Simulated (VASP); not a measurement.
The system is Hf.

```
CELL_PARAMETERS angstrom
3.19670 0.00000 0.00000
-1.59835 2.76842 0.00000
0.00000 0.00000 5.05780
ATOMIC_POSITIONS crystal
Hf 0.33333 0.66667 0.25000
Hf 0.66667 0.33333 0.75000
```

```yaml
Program: VASP 6.6.1
Task: relaxation of cell and atoms
Functional: LDA
Potentials_or_basis: VASP PAW LDA potentials, release 64 (Hf_pv)
Cutoff: 600 eV
k_mesh: 16 × 16 × 10
Occupations: gaussian, width 0.1 eV
Spin: no spin polarisation
```

At the start: pressure -7.6 GPa; volume 22.38 Å³/atom.

Q: How do energy, volume and symmetry change on relaxing?

A: Over 16 steps the energy falls by 38.9 meV/atom and the volume is 20.83 Å³/atom (-6.9 %); space group P6_3/mmc (No. 194, to 0.1 Å) before and after.

The path:
| step | energy change (eV) | largest force (eV/Å) | pressure (GPa) | volume (Å³) |
| --- | --- | --- | --- | --- |
| 1 | 0.0000 | 0.0000 | -7.64 | 44.76 |
| 2 | 0.0482 | 0.0000 | 12.34 | 38.19 |
| 3 | -0.0777 | 0.0000 | -0.19 | 41.74 |
| 4 | -0.0777 | 0.0000 | -0.04 | 41.68 |
| 5 | -0.0777 | 0.0000 | 0.14 | 41.62 |
| 6 | -0.0778 | 0.0000 | -0.13 | 41.71 |
| 7 | -0.0778 | 0.0000 | -0.08 | 41.70 |
| 8 | -0.0778 | 0.0000 | -0.07 | 41.69 |
| 9 | -0.0778 | 0.0000 | 0.00 | 41.66 |
| 10 | -0.0778 | 0.0000 | 0.02 | 41.66 |
| 11 | -0.0778 | 0.0000 | 0.05 | 41.66 |
| 12 | -0.0778 | 0.0000 | 0.05 | 41.66 |
| 13 | -0.0778 | 0.0000 | -0.05 | 41.70 |
| 14 | -0.0778 | 0.0000 | -0.04 | 41.68 |
| 15 | -0.0778 | 0.0000 | -0.02 | 41.67 |
| 16 | -0.0778 | 0.0000 | 0.00 | 41.67 |

Final structure:
```
CELL_PARAMETERS angstrom
3.11984 0.00000 0.00000
-1.55992 2.70186 0.00000
0.00000 0.00000 4.94288
ATOMIC_POSITIONS crystal
Hf 0.33333 0.66667 0.25000
Hf 0.66667 0.33333 0.75000
```
